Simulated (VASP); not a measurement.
# BP (CsCl type) (Pm-3m) in VASP: a series of runs, part 2 of 2

VASP 6.6.1.

### 4 Relaxation of cell and atoms, PBE

This run uses another cell than the first one, of 10.00 Å³/atom, 1.062 times its volume.

Input file INCAR:

```
PREC = Accurate ; ENCUT = 600
EDIFF = 1E-7 ; ISMEAR = -1
SIGMA = 0.1 ; LREAL = F
LASPH = T ; NELM = 60
ALGO = Normal ; ISIF = 3
LWAVE = F ; LCHARG = F
GGA = PE ; IBRION = 2
NSW = 60 ; EDIFFG = -0.005
```

Input file KPOINTS:

```
regular mesh
0
Gamma
  15 15 15
```

Input file POSCAR:

```
BP
1.0
    2.7144176166      0.0000000000      0.0000000000
    0.0000000000      2.7144176166      0.0000000000
    0.0000000000      0.0000000000      2.7144176166
B P
1 1
Direct
    0.0000000000      0.0000000000      0.0000000000
    0.5000000000      0.5000000000      0.5000000000
```

Potentials or basis: VASP PAW PBE potentials, release 64 (B, P).

Run with:

```bash
cat potpaw_PBE.64/B/POTCAR potpaw_PBE.64/P/POTCAR > POTCAR
mpirun -np 1 vasp_std > vasp.out
```

OUTCAR:

```text
PREC = Accurate
   ENCUT = 600
   EDIFF = 1E-7
   ISMEAR = -1
   LREAL = F
   LASPH = T
   NELM = 60
   ISIF = 3
   GGA = PE
   IBRION = 2
   NSW = 60
   EDIFFG = -0.005

 ion  position               nearest neighbor table
   1  0.000  0.000  0.000-   2 2.35   2 2.35   2 2.35   2 2.35   2 2.35   2 2.35   2 2.35   2 2.35

   2  0.500  0.500  0.500-   1 2.35   1 2.35   1 2.35   1 2.35   1 2.35   1 2.35   1 2.35   1 2.35

  LATTYP: Found a simple cubic cell.
 ALAT       =     2.7144176166

  Lattice vectors:

[... 446 lines left out ...]
      6      15.4277      0.00000
      7      16.5222      0.00000
      8      18.9674      0.00000

 [... further k-points ...]
[... 5 lines left out ...]
  --------------------------------------------------------------------------------------
  -------------------------------------------------------------------------------------
  Total       -0.0023527     -0.0023527     -0.0023527      0.0000000     -0.0000000      0.0000000
  in kB       -0.1884714     -0.1884714     -0.1884714      0.0000000     -0.0000000      0.0000000
  external PRESSURE =      -0.1884714 kB  Pullay stress =       0.0000000 kB

 VOLUME and BASIS-vectors are now :
 -----------------------------------------------------------------------------
  energy-cutoff  :      600.00
  volume of cell :       20.00
      direct lattice vectors                 reciprocal lattice vectors
     2.714417617  0.000000000  0.000000000     0.368403150  0.000000000  0.000000000
     0.000000000  2.714417617  0.000000000     0.000000000  0.368403150  0.000000000
     0.000000000  0.000000000  2.714417617     0.000000000  0.000000000  0.368403150

 POSITION                                       TOTAL-FORCE (eV/Angst)
 -----------------------------------------------------------------------------------
      0.00000      0.00000      0.00000         0.000000      0.000000      0.000000
      1.35721      1.35721      1.35721         0.000000      0.000000      0.000000
 -----------------------------------------------------------------------------------
    total drift:                               -0.000000     -0.000000     -0.000000

  FREE ENERGIE OF THE ION-ELECTRON SYSTEM (eV)
  ---------------------------------------------------
  free  energy   TOTEN  =        -9.2575485325 eV

  energy  without entropy=       -9.2283494745  energy(sigma->0) =       -9.24294900

 reached required accuracy - stopping structural energy minimisation
```

OSZICAR:

```text
N       E                     dE             d eps       ncg     rms          rms(c)
DAV:   1     0.107733164723E+02    0.10773E+02   -0.45489E+03  1928   0.103E+03
DAV:   2    -0.914812503617E+01   -0.19921E+02   -0.19188E+02  2936   0.109E+02
DAV:   3    -0.934616608675E+01   -0.19804E+00   -0.19592E+00  2208   0.138E+01
DAV:   4    -0.934666847937E+01   -0.50239E-03   -0.50003E-03  2744   0.673E-01
DAV:   5    -0.934667170261E+01   -0.32232E-05   -0.32210E-05  2144   0.253E-02    0.586E+00
DAV:   6    -0.926062193125E+01    0.86050E-01   -0.33608E-01  2008   0.279E+00    0.340E+00
DAV:   7    -0.925795869293E+01    0.26632E-02   -0.37865E-02  2256   0.132E+00    0.120E+00
DAV:   8    -0.925754985438E+01    0.40884E-03   -0.27674E-03  2088   0.364E-01    0.159E-01
DAV:   9    -0.925754730698E+01    0.25474E-05   -0.15874E-04  2224   0.834E-02    0.433E-02
DAV:  10    -0.925754878215E+01   -0.14752E-05   -0.75302E-06  2160   0.261E-02    0.306E-03
DAV:  11    -0.925754866313E+01    0.11902E-06   -0.11360E-06  2256   0.568E-03    0.115E-03
DAV:  12    -0.925754852979E+01    0.13335E-06   -0.50026E-08  1144   0.184E-03    0.625E-04
DAV:  13    -0.925754853253E+01   -0.27418E-08   -0.19718E-09  1032   0.457E-04
   1 F= -.92575485E+01 E0= -.92429490E+01  d E =-.925755E+01
```

CONTCAR:

```text
BP
   1.00000000000000
     2.7144176166000000    0.0000000000000000    0.0000000000000000
     0.0000000000000000    2.7144176166000000    0.0000000000000000
     0.0000000000000000    0.0000000000000000    2.7144176166000000
  B               P
     1     1
Direct
     0.0000000000000000    0.0000000000000000    0.0000000000000000
     0.5000000000000000    0.5000000000000000    0.5000000000000000

  0.00000000E+00  0.00000000E+00  0.00000000E+00
  0.00000000E+00  0.00000000E+00  0.00000000E+00
```

It took 6.2 s on 1 thread of Intel Xeon 6975P-C (Granite Rapids), shared host; peak memory 0.14 GiB.

What came out:

```yaml
Free_energy: -9.2575 eV
Pressure_after_relaxing: 0.0 GPa
```

Final structure:
```yaml
crystal:
  lattice:
    - [2.71442, 0.00000, 0.00000]
    - [0.00000, 2.71442, 0.00000]
    - [0.00000, 0.00000, 2.71442]
  atoms:
    - { symbol: B, position: [0.00000, 0.00000, 0.00000] }
    - { symbol: P, position: [0.50000, 0.50000, 0.50000] }
```

Caveat: the relaxation stopped at its first step, so nothing moved; the bands computed are all filled at some k points, so no gap is given.

### 5 Summary

| task | cell | cutoff (eV) | gap on the mesh (eV) | pressure (GPa) |
| --- | --- | --- | --- | --- |
| single point | a = 2.660 Å, 2 atoms | 520 | none | 9.0 |
| single point | a = 2.716 Å, 2 atoms | 520 | none | -0.2 |
| relaxation of cell and atoms | relaxed from a = 2.714 Å, 2 atoms | 600 | - | 0.0 |

Alike in all rows: level PBE; potentials or basis VASP PAW PBE potentials, release 64 (B, P); no spin polarisation; k mesh 15 × 15 × 15; smearing fermi-dirac 0.1 eV.

Caveats: the relaxation stopped at its first step, so nothing moved (some runs); the bands computed are all filled at some k points, so no gap is given (some runs).

Total energies depend on the potentials used, so only differences within one code and one set of settings carry meaning.
